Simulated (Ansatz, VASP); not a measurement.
One calculation of C, two programs

```xyz
2
Lattice="0.0000 1.7801 1.7801 1.7801 0.0000 1.7801 1.7801 1.7801 0.0000" Properties=species:S:1:pos:R:3 pbc="T T T"
C     1.7801    1.7801    1.7801
C     2.6702    2.6702    2.6702
```

Alike in both runs: functional r2SCAN; k mesh 12 × 12 × 12; occupations gaussian, width 0.02 eV; no spin polarisation.

Ansatz relaxed the structure, and its values are those at the end. VASP's run is a single point on that final structure, the one shown.

|  | VASP | Ansatz |
| --- | --- | --- |
| version | VASP 6.6.1 | Ansatz 0.2.0 |
| potentials or method | VASP PAW PBE potentials, release 64 (C_h), cutoff 1430 eV | scalar-relativistic, plane waves, PAW |
| valence electrons in the cell | 8 | 8 |

|  | VASP | Ansatz | Ansatz less VASP |
| --- | --- | --- | --- |
| gap on the k mesh at the Fermi level (eV) | 4.39 | 4.39 | -0.002 |
| least direct gap on the mesh (eV) | 5.89 | 5.90 | +0.001 |
| pressure (GPa) | -0.6 | 0.0 | +0.64 |

VASP's potentials were made for PBE, not for r2SCAN.
